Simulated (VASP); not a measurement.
Crystal: Pb.

```
CELL_PARAMETERS angstrom
2.68139 -4.54446 0.00000
2.68139 4.54446 0.00000
0.00000 0.00000 5.36992
ATOMIC_POSITIONS crystal
Pb 0.15250 0.84750 0.07850
Pb 0.65250 0.34750 0.42150
Pb 0.84750 0.15250 0.92150
Pb 0.34750 0.65250 0.57850
```

```yaml
Program: VASP 6.6.1
Task: relaxation of cell and atoms
Functional: r2SCAN
Potentials_or_basis: VASP PAW PBE potentials, release 64 (Pb_d)
Cutoff: 550 eV
k_mesh: 4 × 4 × 4
Occupations: gaussian, width 0.1 eV
Spin: no spin polarisation
```

At the start: pressure 4.8 GPa; volume 32.72 Å³/atom.

Q: Where does the relaxation end?

A: Over 10 steps the energy falls by 78.6 meV/atom and the volume is 36.35 Å³/atom (+11.1 %); space group Cmce (No. 64, to 0.1 Å) before and after.

The path:
| step | energy change (eV) | largest force (eV/Å) | pressure (GPa) | volume (Å³) |
| --- | --- | --- | --- | --- |
| 1 | 0.0000 | 0.8195 | 4.81 | 130.87 |
| 2 | -0.2810 | 0.2017 | -1.21 | 150.28 |
| 3 | -0.2914 | 0.2506 | -0.45 | 146.58 |
| 4 | -0.3060 | 0.1159 | 0.00 | 145.01 |
| 5 | -0.3075 | 0.0599 | 0.22 | 144.33 |
| 6 | -0.3101 | 0.0462 | 0.06 | 145.11 |
| 7 | -0.3113 | 0.0379 | -0.16 | 146.16 |
| 8 | -0.3128 | 0.0428 | -0.06 | 145.75 |
| 9 | -0.3130 | 0.0468 | 0.00 | 145.56 |
| 10 | -0.3143 | 0.0364 | 0.03 | 145.39 |

Final structure:
```yaml
crystal:
  lattice:
    - [2.77527, -4.82284, 0.00000]
    - [2.77527, 4.82284, 0.00000]
    - [0.00000, 0.00000, 5.43116]
  atoms:
    - { symbol: Pb, position: [0.15872, 0.84128, 0.08565] }
    - { symbol: Pb, position: [0.65872, 0.34128, 0.41435] }
    - { symbol: Pb, position: [0.84128, 0.15872, 0.91435] }
    - { symbol: Pb, position: [0.34128, 0.65872, 0.58565] }
```

Caveat: the PAW data sets were made with another functional, which shifts forces and pressure a little.
